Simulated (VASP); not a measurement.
Write the native input for VASP 6.6.1 that does the following.

```yaml
Task: single point
Functional: PBE
Potentials_or_basis: VASP PAW PBE potentials, release 64 (La)
Cutoff: 520 eV
k_mesh: 7 × 7 × 10
Occupations: fermi-dirac, width 0.1 eV
Spin: no spin polarisation
Dipole_correction: no
Further_INCAR_settings: ALGO = Normal; EDIFF = 1e-07; NBANDS = 24
```

The structure of La lies in POSCAR:

```
La
1.0
    5.3325495257      0.0000000000      0.0000000000
   -2.6662747628      4.6181233562      0.0000000000
    0.0000000000      0.0000000000      3.1873419634
La
3
Direct
    0.0000000000      0.0000000000      0.0000000000
    0.3333333333      0.6666666667      0.5000000000
    0.6666666667      0.3333333333      0.5000000000
```

The input as run:

INCAR

```
ALGO = Normal
EDIFF = 1E-7
ENCUT = 520
GGA = PE
ISIF = 2
ISMEAR = -1
LASPH = True
LCHARG = False
LREAL = False
LWAVE = False
NBANDS = 24
NELM = 80
PREC = Accurate
SIGMA = 0.1
```

KPOINTS

```
k-points
0
Gamma
  7 7 10
```

Potentials or basis: VASP PAW PBE potentials, release 64 (La).

Run with:

```console
$ cat potpaw_PBE.64/La/POTCAR > POTCAR
$ mpirun -np 1 vasp_std > vasp.out
```

It gave:

The pressure is 15.1 GPa.

It took 100 s on 1 thread of Intel(R) Xeon(R) Platinum 8259CL CPU @ 2.50GHz (Skylake/Cascade Lake), on a shared host, peak memory 0.24 GiB.
